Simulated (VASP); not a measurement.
# C in VASP: a series of runs

The runs below take C through relaxation of cell and atoms, with LDA.

All numbers are computed with VASP 6.6.1; they aren't measurements. Logs are shortened: lines on timing, memory, paths and dates and some standing lists are left out, and cuts for length are marked.

## 1. The cell of the first run

The typed cell holds 4 atoms: a = 2.467 Å, b = 2.467 Å, c = 8.746 Å, α = 90.00°, β = 90.00°, γ = 120.00°.

## 2. Relaxation of cell and atoms, LDA

Contents of INCAR:

```
SYSTEM = C
PREC = Accurate ; ENCUT = 600
EDIFF = 1E-6 ; ISMEAR = -1
SIGMA = 0.15 ; LREAL = .False.
LASPH = .True. ; NELM = 100
ALGO = Normal ; ISIF = 3
LWAVE = .False. ; LCHARG = .False.
IBRION = 2 ; NSW = 80
EDIFFG = -0.001
```

Contents of KPOINTS:

```
Automatic mesh
0
Gamma
  18 18 6
  0 0 0
```

Contents of POSCAR:

```
C
1.0
    1.2332794860     -2.1360615852      0.0000000000
    1.2332794860      2.1360615852      0.0000000000
    0.0000000000      0.0000000000      8.7456812960
C
4
Direct
    0.0833322022      0.9166677978      0.7500234453
    0.5833322022      0.4166677978      0.2499765547
    0.9166677978      0.0833322022      0.2499765547
    0.4166677978      0.5833322022      0.7500234453
```

Potentials or basis: VASP PAW LDA potentials, release 64 (C).

On the command line:

```bash
cat potpaw_LDA.64/C/POTCAR > POTCAR
mpirun -np 1 vasp_std > vasp.out
```

OUTCAR:

```text
SYSTEM = C
   PREC = Accurate
   ENCUT = 600
   EDIFF = 1E-6
   ISMEAR = -1
   LREAL = .False.
   LASPH = .True.
   NELM = 100
   ISIF = 3
   IBRION = 2
   NSW = 80
   EDIFFG = -0.001

 ion  position               nearest neighbor table
   1  0.083  0.917  0.750-   4 1.42   4 1.42   4 1.42
   2  0.583  0.417  0.250-   3 1.42   3 1.42   3 1.42
   3  0.917  0.083  0.250-   2 1.42   2 1.42   2 1.42
   4  0.417  0.583  0.750-   1 1.42   1 1.42   1 1.42

  LATTYP: Found a hexagonal cell.
 ALAT       =     2.4665589720
 C/A-ratio  =     3.5457012767

  Lattice vectors:

 A1 = (   2.4665589720,   0.0000000000,   0.0000000000)
 A2 = (  -1.2332794860,   2.1360615852,   0.0000000000)
 A3 = (   0.0000000000,   0.0000000000,   8.7456812960)

Analysis of symmetry for initial positions (statically):
=====================================================================
 Subroutine PRICEL returns:
 Original cell was already a primitive cell.

 Routine SETGRP: Setting up the symmetry group for a
 hexagonal supercell.

 Subroutine GETGRP returns: Found  8 space group operations
 (whereof  4 operations were pure point group operations)
 out of a pool of 24 trial point group operations.

The static configuration has the point symmetry C_2h.
 The point group associated with its full space group is D_2h.

Analysis of symmetry for dynamics (positions and initial velocities):
=====================================================================
 Subroutine PRICEL returns:
 Original cell was already a primitive cell.

 Routine SETGRP: Setting up the symmetry group for a
 hexagonal supercell.

 Subroutine GETGRP returns: Found  8 space group operations
 (whereof  4 operations were pure point group operations)
 out of a pool of 24 trial point group operations.

The dynamic configuration has the point symmetry C_2h.
 The point group associated with its full space group is D_2h.

 Subroutine INISYM returns: Found  8 space group operations
 (whereof  4 operations are pure point group operations),
 and found     1 'primitive' translations

----------------------------------------------------------------------------------------

                                     Primitive cell

  volume of cell :      46.0786

  direct lattice vectors                    reciprocal lattice vectors
     1.233279486 -2.136061585  0.000000000     0.405423106 -0.234075648  0.000000000
     1.233279486  2.136061585  0.000000000     0.405423106  0.234075648  0.000000000
     0.000000000  0.000000000  8.745681296     0.000000000  0.000000000  0.114342150

  length of vectors
     2.466523340  2.466523340  8.745681296     0.468144533  0.468144533  0.114342150

  position of ions in fractional coordinates (direct lattice)
     0.083332202  0.916667798  0.750023445
     0.583332202  0.416667798  0.249976555
     0.916667798  0.083332202  0.249976555
     0.416667798  0.583332202  0.750023445

  ion indices of the primitive-cell ions
   primitive index   ion index
                 1           1
                 2           2
                 3           3
                 4           4

----------------------------------------------------------------------------------------

 KPOINTS: Automatic mesh

Automatic generation of k-mesh.
 Grid dimensions read from file:
 generate k-points for:   18   18    6

 Generating k-lattice:

  Cartesian coordinates                     Fractional coordinates (reciprocal lattice)
     0.022523506 -0.013004203  0.000000000     0.055555556 -0.000000000  0.000000000
     0.022523506  0.013004203  0.000000000    -0.000000000  0.055555556  0.000000000
     0.000000000  0.000000000  0.019057025     0.000000000  0.000000000  0.166666667

  Length of vectors
     0.026008030  0.026008030  0.019057025

  Shift w.r.t. Gamma in fractional coordinates (k-lattice)
     0.000000000  0.000000000  0.000000000

 Subroutine IBZKPT returns following result:
 ===========================================

 Found    364 irreducible k-points:

 Following reciprocal coordinates:
            Coordinates               Weight
  0.000000  0.000000  0.000000      1.000000
  0.055556  0.000000  0.000000      4.000000
  0.111111  0.000000  0.000000      4.000000
  0.166667 -0.000000  0.000000      4.000000
  0.222222  0.000000  0.000000      4.000000
  0.277778  0.000000  0.000000      4.000000
[... 16 lines left out ...]
 -0.277778  0.055556  0.000000      4.000000
 -0.222222  0.055556  0.000000      4.000000
 [... further k-points ...]
   k-points           NKPTS =    364   k-points in BZ     NKDIM =    364   number of bands    NBANDS=     12
   number of dos      NEDOS =    301   number of ions     NIONS =      4
   total plane-waves  NPLWV =  28000
   dimension x,y,z NGX =    20 NGY =   20 NGZ =   70
   dimension x,y,z NGXF=    40 NGYF=   40 NGZF=  140
   ions per type =               4
   NGX,Y,Z   is equivalent  to a cutoff of  13.48, 13.48, 13.31 a.u.
   NGXF,Y,Z  is equivalent  to a cutoff of  26.96, 26.96, 26.61 a.u.
 SYSTEM =  C
   PREC   = accura    normal or accurate (medium, high low for compatibility)
   ISTART =      0    job   : 0-new  1-cont  2-samecut
   ICHARG =      2    charge: 1-file 2-atom 10-const
   ISPIN  =      1    spin polarized calculation?
   LNONCOLLINEAR =      F non collinear calculations
   LSORBIT =      F    spin-orbit coupling
   LASPH  =      T    aspherical Exc in radial PAW
   ENCUT  =  600.0 eV  44.10 Ry    6.64 a.u.   4.93  4.93 17.47*2*pi/ulx,y,z
   NELM   =    100;   NELMIN=  2; NELMDL= -5     # of ELM steps
   EDIFF  = 0.1E-05   stopping-criterion for ELM
   LREAL  =      F    real-space projection
   EDIFFG = -.1E-02   stopping-criterion for IOM
   NSW    =     80    number of steps for IOM
   IBRION =      2    ionic relax: 0-MD 1-quasi-New 2-CG
   NFREE  =      1    steps in history (QN), initial steepest desc. (CG)
   ISIF   =      3    stress and relaxation
   ISYM   =      2    0-nonsym 1-usesym 2-fastsym
   POTIM  = 0.5000    time-step for ionic-motion
   TEBEG  =    0.0;   TEEND  =   0.0 temperature during run
   PSTRESS=    0.0 pullay stress
   NELECT =      16.0000    total number of electrons
   NUPDOWN=      -1.0000    fix difference up-down
   EMIN   =  10.00;   EMAX   =-10.00  energy-range for DOS
   EFERMI =   0.00;   METHOD = LEGACY
   ISMEAR =    -1;   SIGMA  =   0.15  broadening in eV -4-tet -1-fermi 0-gaus
   EFERMI_NEDOS =   21; number of points for ismear=-14 and -15
   IALGO  =     38    algorithm
   IMIX   =      4    mixing-type and parameters
     AMIX     =   0.40;   BMIX     =  1.00
     AMIX_MAG =   1.60;   BMIX_MAG =  1.00
  volume/ion in A,a.u.               =      11.52        77.74
  Fermi-wavevector in a.u.,A,eV,Ry     =   1.150664  2.174440 18.014489  1.324028
  Thomas-Fermi vector in A             =   2.287326
   LORBIT       =      0    0 simple, 1 ext, 2 COOP (PROOUT), +10 PAW based schemes
   GGA     = CA    functional components
   LHFCALC =     F    Hartree Fock is set to
   AEXX    =    0.0000 exact exchange contribution
   IVDW    =     0    specifies the selected vdW correction
   LEPSILON=     F    determine dielectric tensor
   LRPA    =     F    only Hartree local field effects (RPA)
 conjugate gradient relaxation of ions
 non-spin polarized calculation
  energy-cutoff  :      600.00
  volume of cell :       46.08
 maximum number of plane-waves:      1572
   NGX =  9   NGY =  9   NGZ = 35

--------------------------------------- Ionic step        1  -------------------------------------------

 number of electron      15.9999999 magnetization

 Free energy of the ion-electron system (eV)
  ---------------------------------------------------
  ext. energy  EPLUGINS =         0.00000000
  ---------------------------------------------------
  free energy    TOTEN  =       -40.37400635 eV

  energy without entropy =      -40.36804622  energy(sigma->0) =      -40.37102628

------------------------ aborting loop because EDIFF is reached ----------------------------------------

  FORCE on cell =-STRESS in cart. coord.  units (eV):
  Direction    XX          YY          ZZ          XY          YZ          ZX
  --------------------------------------------------------------------------------------
  -------------------------------------------------------------------------------------
  Total       -2.2651506     -2.2649887     -0.2938132      0.0000000      0.0000000      0.0000000
  in kB      -78.7605516    -78.7549222    -10.2160480      0.0000000      0.0000000      0.0000000
  external PRESSURE =     -55.9105073 kB  Pullay stress =       0.0000000 kB
[... 95 lines left out ...]
  FREE ENERGIE OF THE ION-ELECTRON SYSTEM (eV)
  ---------------------------------------------------
  free  energy   TOTEN  =       -40.3931639815 eV

  energy  without entropy=      -40.3872993422  energy(sigma->0) =      -40.39023166

 E-fermi :   3.3244     XC(G=0):  -9.7133

 val. band max:        3.3234044554   @ k =   0.3333   0.3333   0.5000
 cond. band min:       3.3250432808   @ k =   0.3333   0.3333   0.5000
 fundamental gap:      0.0016388255
 Fermi energy:         3.3243595724

 k-point     1 :       0.0000    0.0000    0.0000
  band No.  band energies     occupation
      1     -16.2092      2.00000
      2     -16.1304      2.00000
      3      -4.8855      2.00000
      4      -4.0672      2.00000
      5       0.2976      2.00000
      6       0.2998      2.00000
      7       0.3024      2.00000
      8       0.3077      2.00000
      9       6.1364      0.00000
     10      10.1584      0.00000
     11      11.7436      0.00000
     12      11.7626      0.00000
[... 333 lines left out ...]
      1     -15.2546      2.00000
      2     -15.1815      2.00000
      3      -3.7213      2.00000
      4      -2.9425      2.00000
      5      -2.6748      2.00000
      6      -2.6622      2.00000
      7      -1.3660      2.00000
      8      -1.3627      2.00000
      9       7.3779      0.00000
     10      11.2168      0.00000
     11      12.0095      0.00000
     12      12.0286      0.00000

 [... further k-points ...]

[... ionic steps 4 to 38 ...]

--------------------------------------- Ionic step       39  -------------------------------------------

 number of electron      15.9999998 magnetization

------------------------ aborting loop because EDIFF is reached ----------------------------------------
[... 71 lines left out ...]
--------------------------------------- Ionic step       41  -------------------------------------------

 number of electron      15.9999998 magnetization

 Free energy of the ion-electron system (eV)
  ---------------------------------------------------
  ext. energy  EPLUGINS =         0.00000000
  ---------------------------------------------------
  free energy    TOTEN  =       -40.47887378 eV

  energy without entropy =      -40.47353813  energy(sigma->0) =      -40.47620596

 E-fermi :   4.7380     XC(G=0): -10.8224

 val. band max:        4.7208604614   @ k =   0.3333   0.3333   0.5000
 cond. band min:       4.8296781536   @ k =   0.3333   0.3333   0.3333
 fundamental gap:      0.1088176922
 Fermi energy:         4.7379597822

 k-point     1 :       0.0000    0.0000    0.0000
  band No.  band energies     occupation
      1     -14.8966      2.00000
      2     -14.5701      2.00000
      3      -4.0335      2.00000
      4      -1.9526      2.00000
      5       1.7151      2.00000
      6       1.7348      2.00000
      7       1.7474      2.00000
      8       1.7520      2.00000
      9       8.5512      0.00000
     10      13.1279      0.00000
     11      13.1706      0.00000
     12      13.2055      0.00000
[... 376 lines left out ...]
  FREE ENERGIE OF THE ION-ELECTRON SYSTEM (eV)
  ---------------------------------------------------
  free  energy   TOTEN  =       -40.4788737793 eV

  energy  without entropy=      -40.4735381320  energy(sigma->0) =      -40.47620596

 reached required accuracy - stopping structural energy minimisation
```

Wall time 24 min (1 thread of Intel Xeon 6975P-C (Granite Rapids), shared host); peak memory 0.33 GiB.

Results:

```yaml
Free_energy: -40.4789 eV
Relaxed_volume: 8.66 Å³/atom
Relaxed_cell: a = 2.445 Å, b = 2.445 Å, c = 6.687 Å, α = 90.00°, β = 90.00°, γ = 119.97°
Space_group_after_relaxing_to_0.1_Å: Fmmm (No. 69)
Energy_gained_by_relaxing: 26.2 meV/atom
Ionic_steps: 41
Pressure_after_relaxing: 0.0 GPa
Band_gap_on_the_k_mesh: zero (filled and empty bands touch)
```

The path:
```csv
step,energy change (eV),largest force (eV/Å),pressure (GPa),volume (Å³)
1,0.0000,0.0001,-5.59,46.08
3,-0.0192,0.0001,-0.42,45.29
5,-0.0192,0.0001,-0.20,45.25
7,-0.0219,0.0011,-0.19,44.84
9,-0.0344,0.0062,-0.21,43.19
11,-0.0960,0.0273,0.16,36.60
13,-0.0996,0.0290,0.24,36.07
15,-0.1045,0.0324,0.51,34.84
17,-0.1047,0.0381,-0.13,34.86
19,-0.0859,0.7609,-3.84,34.87
21,-0.1047,0.0047,-0.18,34.86
23,-0.1048,0.0068,-0.04,34.84
25,-0.1048,0.0148,0.07,34.81
27,-0.1048,0.0111,0.06,34.72
29,-0.1049,0.0061,0.05,34.60
31,-0.1049,0.0067,0.09,34.62
33,-0.1049,0.0073,0.06,34.63
35,-0.1049,0.0017,0.01,34.64
37,-0.1049,0.0006,0.01,34.64
39,-0.1049,0.0017,-0.01,34.64
41,-0.1049,0.0002,0.00,34.64
```

Final structure:
```yaml
crystal:
  lattice:
    - [1.22329, -2.11744, 0.00000]
    - [1.22329, 2.11744, 0.00000]
    - [0.00000, 0.00000, 6.68660]
  atoms:
    - { symbol: C, position: [0.08331, 0.91669, 0.75002] }
    - { symbol: C, position: [0.58331, 0.41669, 0.24998] }
    - { symbol: C, position: [0.91669, 0.08331, 0.24998] }
    - { symbol: C, position: [0.41669, 0.58331, 0.75002] }
```

Levels at points of the mesh, in eV from the Fermi level:
```csv
k point,band 4,band 5,band 6,band 7,band 8,band 9,band 10,band 11,band 12
"(0.00, 0.00, 0.00)",-6.69,-3.02,-3.00,-2.99,-2.99,3.81,8.39,8.43,8.47
"(0.50, 0.00, 0.00)",-13.27,-6.44,-6.44,-2.53,-2.53,1.84,1.84,7.72,7.72
"(0.50, 0.50, 0.00)",-13.19,-6.48,-6.43,-3.12,-1.61,0.83,2.50,7.48,7.91
"(0.00, 0.00, 0.50)",-7.84,-3.00,-3.00,-3.00,-3.00,6.50,6.50,8.44,8.44
"(0.50, 0.00, 0.50)",-13.28,-6.44,-6.44,-2.42,-2.42,1.58,1.58,7.71,7.71
"(0.50, 0.50, 0.50)",-13.28,-6.46,-6.46,-2.42,-2.42,1.59,1.59,7.69,7.69
```

Caveat: the volume moved by over 15 % at a fixed basis, so the end points are rough.

## 3. Relaxation of cell and atoms, LDA, target pressure 4 GPa, at which the enthalpy is minimised

This run uses another cell than the first one, of 7.82 Å³/atom.

Contents of INCAR:

```
SYSTEM = C
ALGO     = Normal         ! electronic algorithm
EDIFF    = 1E-7           ! SCF threshold, eV
EDIFFG   = -0.008         ! ionic threshold
ENCUT    = 600            ! plane-wave cutoff, eV
IBRION   = 2              ! ionic algorithm
ISIF     = 3              ! what is computed and relaxed
ISMEAR   = 0              ! smearing method
LASPH    = .True.         ! aspherical terms in the spheres
LCHARG   = .False.        ! write CHGCAR
LREAL    = .False.        ! projectors in reciprocal space
LWAVE    = .False.        ! write WAVECAR
NELM     = 60             ! most SCF steps
NSW      = 70             ! ionic steps
PREC     = Accurate       ! precision mode
PSTRESS  = 40.0         
SIGMA    = 0.1            ! smearing width, eV
```

Contents of KPOINTS:

```
k-points
0
Gamma
  18 18 6
  0 0 0
```

Contents of POSCAR:

```
C
1.0
    1.1906554032     -2.0608035016      0.0000000000
    1.1906554032      2.0608035016      0.0000000000
    0.0000000000      0.0000000000      6.3753911592
C
4
Direct
    0.0832943982      0.9167056018      0.7500000000
    0.5832943982      0.4167056018      0.2500000000
    0.9167056018      0.0832943982      0.2500000000
    0.4167056018      0.5832943982      0.7500000000
```

Potentials or basis: VASP PAW LDA potentials, release 64 (C).

On the command line:

```bash
cat potpaw_LDA.64/C/POTCAR > POTCAR
mpirun -np 1 vasp_std > vasp.out
```

Wall time 18 min (1 thread of Intel Xeon 8259CL, shared host); peak memory 0.25 GiB.

It converged, with:

* Free energy: -40.4144 eV
* Relaxed volume: 7.96 Å³/atom
* Relaxed cell: a = 2.438 Å, b = 2.438 Å, c = 6.181 Å, α = 90.00°, β = 90.00°, γ = 119.94°
* Space group after relaxing (to 0.1 Å): Fmmm (No. 69)
* Energy change on relaxing (the run minimises the enthalpy): -48.6 meV/atom
* Ionic steps: 13
* Pressure after relaxing: 3.9 GPa
* Band gap on the k mesh: zero (bands 8 and 9 overlap by 0.10 eV)

Forces in eV/Å, atoms in the order of the input:
```
C    0.000 -0.003  0.000
C    0.000 -0.003  0.000
C    0.000  0.003  0.000
C    0.000  0.003  0.000
```

Step by step:
| step | energy change (eV) | largest force (eV/Å) | pressure (GPa) | volume (Å³) |
| --- | --- | --- | --- | --- |
| 1 | 0.0000 | 0.0029 | 28.09 | 31.29 |
| 2 | 0.6173 | 0.0152 | -39.45 | 36.82 |
| 3 | -0.2138 | 0.0043 | 1.81 | 32.90 |
| 4 | -0.2121 | 0.0040 | 3.20 | 32.80 |
| 5 | -0.2113 | 0.0038 | 3.63 | 32.77 |
| 6 | -0.2095 | 0.0199 | 3.70 | 32.63 |
| 7 | -0.2026 | 0.0913 | 3.96 | 32.22 |
| 8 | -0.1805 | 0.2344 | 4.58 | 31.39 |
| 9 | -0.1959 | 0.1435 | 4.15 | 31.92 |
| 10 | -0.1948 | 0.0148 | 4.04 | 31.85 |
| 11 | -0.1947 | 0.0249 | 4.03 | 31.85 |
| 12 | -0.1947 | 0.0147 | 3.99 | 31.85 |
| 13 | -0.1946 | 0.0028 | 3.93 | 31.84 |

Final structure:
```
C
1.0
     1.22025   -2.11082    0.00000
     1.22025    2.11082    0.00000
     0.00000    0.00000    6.18104
C
4
Direct
  0.08327 0.91673 0.75000
  0.58327 0.41673 0.25000
  0.91673 0.08327 0.25000
  0.41673 0.58327 0.75000
```

Levels at points of the mesh, in eV from the Fermi level:
```
           k point  band 5  band 6  band 7  band 8  band 9  band 10  band 11  band 12
(0.00, 0.00, 0.00)   -3.07   -3.02   -3.00   -2.99    4.58     8.37     8.44     8.51
(0.50, 0.00, 0.00)   -6.49   -6.49   -2.73   -2.73    2.02     2.02     7.77     7.77
(0.50, 0.50, 0.00)   -6.57   -6.46   -3.53   -1.23    0.50     2.80     7.36     8.10
(0.00, 0.00, 0.50)   -3.03   -3.03   -3.01   -3.01    7.96     7.96     8.47     8.47
(0.50, 0.00, 0.50)   -6.49   -6.49   -2.49   -2.49    1.52     1.52     7.75     7.75
(0.50, 0.50, 0.50)   -6.51   -6.51   -2.48   -2.48    1.53     1.53     7.71     7.71
```

Caveat: the cell is relaxed towards a set pressure, so the run minimises the enthalpy, not the energy.
